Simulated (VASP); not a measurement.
Wanted: the native input for a VASP 6.6.1 run.

| Quantity | Value |
| --- | --- |
| Task | single point |
| Functional | PBEsol |
| Potentials or basis | VASP PAW PBE potentials, release 64 (Bi_d, Te) |
| Cutoff | 500 eV |
| k mesh | 16 × 16 × 16 |
| Occupations | gaussian, width 0.15 eV |
| Spin | no spin polarisation |
| Dipole correction | no |
| Further INCAR settings | ALGO = Normal; EDIFF = 1e-06; NBANDS = 18 |

The structure of BiTe lies in POSCAR:

```
BiTe
1.0
    0.0000000000      3.2930684425      3.1971538277
    3.2930684425      0.0000000000      3.1971538277
    3.2930684425      3.2930684425      0.0000000000
Bi Te
1 1
Direct
    0.0000000000      0.0000000000      0.0000000000
    0.5000000000      0.5000000000      0.5000000000
```

This cell differs from its parent crystal: strain +0.030 along x and y, +0.000 along z.

These files were run (other wordings do the same):

INCAR

```
PREC = Accurate ; ENCUT = 500
EDIFF = 1E-6 ; ISMEAR = 0
SIGMA = 0.15 ; LREAL = F
LASPH = T ; NELM = 120
ALGO = Normal ; ISIF = 2
LWAVE = F ; LCHARG = T
GGA = PS ; LELF = T
LVHAR = T ; NBANDS = 18
GGA_COMPAT = F
```

KPOINTS

```
regular mesh
0
Gamma
  16 16 16
```

Potentials or basis: VASP PAW PBE potentials, release 64 (Bi_d, Te).

The run is started by

```bash
$ cat potpaw_PBE.64/Bi_d/POTCAR potpaw_PBE.64/Te/POTCAR > POTCAR
$ mpirun -np 1 vasp_std > vasp.out
```

Results of the run:

```yaml
Pressure: -2.7 GPa
Band_gap_on_the_k_mesh: zero (an odd number of electrons rules out a gap without spin polarisation)
```

Caveat: the cell differs from its parent crystal (strain +0.030 along x and y, +0.000 along z); the PAW data sets were made with another functional, which shifts forces and pressure a little; spin-orbit coupling is left out, which moves the levels of the heavy elements.

Run time: 8.4 min on 1 thread of Intel Xeon 8259CL, with other jobs on the host, peak memory 0.53 GiB.
